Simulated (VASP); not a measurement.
Input of a VASP 6.6.1 run:

INCAR

```
ALGO     = Fast           # electronic algorithm
EDIFF    = 1E-6           # SCF threshold, eV
EDIFFG   = -0.04          # ionic threshold
ENCUT    = 600            # plane-wave cutoff, eV
GGA      = PE             # functional
IBRION   = 2              # ionic algorithm
ISIF     = 3              # what is computed and relaxed
ISMEAR   = 0              # smearing method
LASPH    = T              # aspherical terms in the spheres
LCHARG   = F              # write CHGCAR
LREAL    = F              # projectors in reciprocal space
LWAVE    = F              # write WAVECAR
NELM     = 80             # most SCF steps
NSW      = 90             # ionic steps
PREC     = Accurate       # precision mode
SIGMA    = 0.1            # smearing width, eV
```

KPOINTS

```
k-points
0
Gamma
  6 6 6
```

POSCAR

```
AlZn
1.0
    3.1456389673      0.0000000000      0.0000000000
   -1.5728194836      2.7242032568      0.0000000000
    0.0000000000      0.0000000000      3.0680945467
Al Zn
1 1
Direct
    0.0000000000      0.0000000000      0.0000000000
    0.6666666667      0.3333333333      0.5000000000
```

Potentials or basis: VASP PAW PBE potentials, release 64 (Al, Zn).

Launch:

```console
$ cat potpaw_PBE.64/Al/POTCAR potpaw_PBE.64/Zn/POTCAR > POTCAR
$ mpirun -np 1 vasp_std > vasp.out
```

(1) Predict the space group after relaxing (to 0.1 Å).

(2) Predict the band gap on the k mesh.

(3) Predict the relaxed volume.

Answers

(1) P-6m2 (No. 187).

(2) zero (an odd number of electrons rules out a gap without spin polarisation).

(3) 18.33 Å³/atom.

Caveat: the k points lie up to 0.35 Å⁻¹ apart in the final cell, too coarse for converged energies and pressures of a metal; the volume moved by over 15 % at a fixed basis, so the end points are rough.
